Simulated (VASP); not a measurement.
## Al2Au: single point with PBE

Crystal: Al2Au.

```
CELL_PARAMETERS angstrom
0.00000 6.00000 6.00000
6.00000 0.00000 6.00000
3.00000 3.00000 0.00000
ATOMIC_POSITIONS crystal
Al 0.12500 0.12500 0.25000
Al 0.37500 0.37500 0.75000
Al 0.12500 0.62500 0.25000
Al 0.37500 0.87500 0.75000
Al 0.62500 0.12500 0.25000
Al 0.87500 0.37500 0.75000
Al 0.62500 0.62500 0.25000
Al 0.87500 0.87500 0.75000
Au 0.00000 0.00000 0.00000
Au 0.00000 0.50000 0.00000
Au 0.50000 0.00000 0.00000
Au 0.50000 0.50000 0.00000
```

| Property | Result |
| --- | --- |
| Program | VASP 6.6.1 |
| Task | single point |
| Functional | PBE |
| Potentials or basis | VASP PAW PBE potentials, release 64 (Al, Au) |
| Cutoff | 500 eV |
| k mesh | 3 × 3 × 6 |
| Occupations | methfessel-paxton, width 0.1 eV |
| Spin | no spin polarisation |
| Dipole correction | no |
| Further INCAR settings | ALGO = Normal; EDIFF = 1e-06; NBANDS = 46 |

| Property | Result |
| --- | --- |
| Pressure | 3.1 GPa |
| Band gap on the k mesh | zero (bands 34 and 35 overlap by 2.12 eV) |

Levels at points of the mesh, in eV from the Fermi level:
```tsv
k point	band 32	band 33	band 34	band 35	band 36	band 37
(0.00, 0.00, 0.00)	0.49	0.49	1.39	2.23	2.37	3.09
(0.00, 0.00, 0.50)	-1.98	0.49	0.49	0.49	0.49	1.39
```

Run time: 2.6 min on 1 thread of Intel(R) Xeon(R) Platinum 8488C (Sapphire Rapids) (shared host), peak memory 0.4 GiB.

Caveat: the cell stands under pressure; spin-orbit coupling is left out, which moves the levels of the heavy elements.
